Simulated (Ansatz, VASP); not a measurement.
## One calculation of Sb, two programs

```
Sb
1.0
     3.21121    0.00000    0.00000
     0.00000    3.21121    0.00000
     0.00000    0.00000    3.21121
Sb
1
Direct
  0.00000 0.00000 0.00000
```

Alike in both runs: task single point; functional RPBE; k mesh 11 × 11 × 11; occupations fermi-dirac, width 0.1 eV; no spin polarisation.

|  | VASP | Ansatz |
| --- | --- | --- |
| version | VASP 6.6.1 | Ansatz 0.2.0 |
| potentials or method | VASP PAW PBE potentials, release 64 (Sb), cutoff 520 eV | plane waves (420 eV) with PAW, scalar-relativistic |
| valence electrons in the cell | 5 | 15 |

Ansatz gave:

- pressure (GPa): -2.8

Q: Which values does VASP return?

A: Pressure (GPa): -2.9.

VASP's potentials were made for PBE, not for RPBE. VASP's potentials hold 5 valence electrons a cell and Ansatz's 15, so a difference there can come from the potentials and not from the codes.

Neither program's run includes spin-orbit coupling.
